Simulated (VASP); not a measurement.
The system is KMgF3.

```
CELL_PARAMETERS angstrom
3.98590 0.00000 0.00000
0.00000 3.98590 0.00000
0.00000 0.00000 3.98590
ATOMIC_POSITIONS crystal
K 0.50000 0.50000 0.50000
Mg 0.00000 0.00000 0.00000
F 0.50000 0.00000 0.00000
F 0.00000 0.50000 0.00000
F 0.00000 0.00000 0.50000
```

```yaml
Program: VASP 6.6.1
Task: relaxation of cell and atoms
Functional: LDA
Potentials_or_basis: VASP PAW LDA potentials, release 64 (K_sv, Mg, F)
Cutoff: 600 eV
k_mesh: 6 × 6 × 6
Occupations: gaussian, width 0.01 eV
Spin: no spin polarisation
```

At the start: pressure -5.4 GPa; volume 12.67 Å³/atom.

Q: Where does the relaxation end?

A: Over 3 steps the energy falls by 15.5 meV/atom and the volume is 11.80 Å³/atom (-6.8 %); space group Pm-3m (No. 221, to 0.05 Å).

The path:
| step | energy change (eV) | largest force (eV/Å) | pressure (GPa) | volume (Å³) |
| --- | --- | --- | --- | --- |
| 1 | 0.0000 | 0.0000 | -5.36 | 63.33 |
| 2 | -0.0764 | 0.0000 | -0.80 | 59.52 |
| 3 | -0.0777 | 0.0000 | -0.02 | 58.99 |

Final structure:
```
K Mg F
1.0
     3.89288    0.00000    0.00000
     0.00000    3.89288    0.00000
     0.00000    0.00000    3.89288
K Mg F
1 1 3
Direct
  0.50000 0.50000 0.50000
  0.00000 0.00000 0.00000
  0.50000 0.00000 0.00000
  0.00000 0.50000 0.00000
  0.00000 0.00000 0.50000
```
